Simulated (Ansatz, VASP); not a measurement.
# TaN: VASP beside Ansatz

File INCAR:

```
  ALGO = Normal
  EDIFF = 1E-8
  ENCUT = 520
  GGA = PE
  GGA_COMPAT = F
  ISIF = 2
  ISMEAR = -1
  LASPH = T
  LCHARG = F
  LEFG = T
  LREAL = F
  LWAVE = F
  NBANDS = 16
  NELM = 120
  PREC = Accurate
  SIGMA = 0.02
```

Contents of KPOINTS:

```
k-points
0
Gamma
  12 12 10
```

POSCAR

```
TaN
1.0
    2.8785330664      0.0000000000      0.0000000000
   -1.4392665332      2.4928827612      0.0000000000
    0.0000000000      0.0000000000      2.8246473979
Ta N
1 1
Direct
    0.3333333333      0.6666666667      0.5000000000
    0.0000000000      0.0000000000      0.0000000000
```

Input for Ansatz:

```yaml
crystal:
  lattice:
    - [2.8785330664, 0.0, 0.0]
    - [-1.4392665332, 2.4928827612, 0.0]
    - [0.0, 0.0, 2.8246473979]
  atoms:
    - { symbol: Ta, position: [0.3333333333, 0.6666666667, 0.5] }
    - { symbol: "N", position: [0.0, 0.0, 0.0] }
kpoints:
  mp_grid: { grid: [12, 12, 10] }
scf:
  occupations: { method: fermi_dirac, width: 0.02 }
hamiltonian:
  xc: pbe
  pseudopotentials: { kind: paw }
output:
  forces: true
  stress: true
  eigenvalues: true
  efg: { contact_densities: true }
```

Change from the starting cell: volume scaled by 0.9405, PAW files.

Alike in both runs: task electric field gradients; functional PBE; k mesh 12 × 12 × 10; occupations fermi-dirac, width 0.02 eV; no spin polarisation.

|  | VASP | Ansatz |
| --- | --- | --- |
| version | VASP 6.6.1 | Ansatz 0.2.0 |
| potentials or method | VASP PAW PBE potentials, release 64 (Ta_sv_GW, N) | PAW with Ansatz's default frozen-core files, scalar-relativistic |
| plane-wave cutoff (eV) | 520 | 420 |
| valence electrons in the cell | 18 | 18 |

|  | VASP | Ansatz | Ansatz less VASP |
| --- | --- | --- | --- |
| size of Vzz on the site where it differs most (V/Å²) | 26.5 | 43.9 | +17.43 |

Spin-orbit coupling is off throughout.
